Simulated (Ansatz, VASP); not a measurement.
# Two plane-wave programs on CaO

INCAR

```
ALGO = Normal
EDIFF = 1E-6
ENCUT = 520
GGA = CA
ISIF = 2
ISMEAR = 0
LASPH = T
LCHARG = T
LELF = T
LREAL = F
LVHAR = T
LWAVE = F
NBANDS = 15
NELM = 60
PREC = Accurate
SIGMA = 0.05
```

Contents of KPOINTS:

```
k-points
0
Gamma
  8 8 8
```

The input POSCAR:

```
CaO
1.0
    0.0000000000      2.3218312908      2.3218312908
    2.3218312908      0.0000000000      2.3218312908
    2.3218312908      2.3218312908      0.0000000000
Ca O
1 1
Direct
    0.5000000000      0.5000000000      0.5000000000
    0.0000000000      0.0000000000      0.0000000000
```

Input for Ansatz:

```yaml
crystal:
  lattice:
    - [0.0, 2.3218312908, 2.3218312908]
    - [2.3218312908, 0.0, 2.3218312908]
    - [2.3218312908, 2.3218312908, 0.0]
  atoms:
    - { symbol: Ca, position: [0.5, 0.5, 0.5] }
    - { symbol: O, position: [0.0, 0.0, 0.0] }
basis:
  ecutwfc: 420
  ecutrho_ratio: 4
kpoints:
  mp_grid: { grid: [8, 8, 8] }
hamiltonian:
  xc: lda
scf:
  occupations: { method: gaussian, width: 0.05 }
output:
  forces: true
  stress: true
  eigenvalues: true
```

Alike in both runs: task single point; functional LDA; k mesh 8 × 8 × 8; occupations gaussian, width 0.05 eV; no spin polarisation.

|  | VASP | Ansatz |
| --- | --- | --- |
| version | VASP 6.6.1 | Ansatz 0.2.0 |
| potentials or method | VASP PAW LDA potentials, release 64 (Ca_sv, O), cutoff 520 eV | scalar-relativistic, plane waves, PAW |
| valence electrons in the cell | 16 | 16 |

```csv
,VASP,Ansatz,Ansatz less VASP
gap on the k mesh at the Fermi level (eV),3.38,3.42,+0.035
least direct gap on the mesh (eV),3.72,3.76,+0.034
pressure (GPa),7.0,5.8,-1.18
```

LDA's correlation is that of Perdew and Zunger in VASP and of Perdew and Wang (1992) in Ansatz.
